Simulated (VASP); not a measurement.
A run of VASP 6.6.1 is set up as follows.

Contents of INCAR:

```
SYSTEM = YAl2N3
  ALGO = Normal
  EDIFF = 1E-6
  ENCUT = 520
  GGA = PE
  ISIF = 2
  ISMEAR = 0
  LASPH = .TRUE.
  LCHARG = .TRUE.
  LELF = .TRUE.
  LREAL = .FALSE.
  LVHAR = .TRUE.
  LWAVE = .FALSE.
  NBANDS = 44
  NELM = 100
  PREC = Accurate
  SIGMA = 0.1
```

KPOINTS

```
k-points
0
G
  6 4 2
  0 0 0
```

The input POSCAR:

```
YAl2N3
1.0
    3.2620937073     -0.0709762619     -0.5657454692
    0.1046775226      5.2680600768     -0.0615417796
   -0.1197565852      0.1058507788      8.8880921686
Y Al N
2 4 6
Direct
    0.3673756543      0.0297840222      0.9863202002
    0.1327366837      0.5297759250      0.5136784014
    0.4668988260      0.5432034337      0.1836099172
    0.6959838559      0.0039261243      0.6419171766
    0.0330200915      1.0432024140      0.3163933318
    0.8040475951      0.5039294403      0.8580819624
    0.0040315199      0.6969906713      0.2587594784
    0.7947091582      0.1441219482      0.8396815283
    0.1418898156      0.0819757590      0.5330643935
    0.3581013912      0.5819786898     -0.0330630727
    0.4958562916      0.1969918593      0.2412391007
    0.7053491169      0.6441197128      0.6603175824
```

Potentials or basis: VASP PAW PBE potentials, release 64 (Y_sv, Al, N).

The run is started by

```sh
$ cat potpaw_PBE.64/Y_sv/POTCAR potpaw_PBE.64/Al/POTCAR potpaw_PBE.64/N/POTCAR > POTCAR
$ mpirun -np 1 vasp_std > vasp.out
```

(1) Predict the band gap on the k mesh.

(2) What does it give for the pressure?

Answers

(1) 2.70 eV, indirect (least direct gap 2.72 eV).

(2) -0.1 GPa.
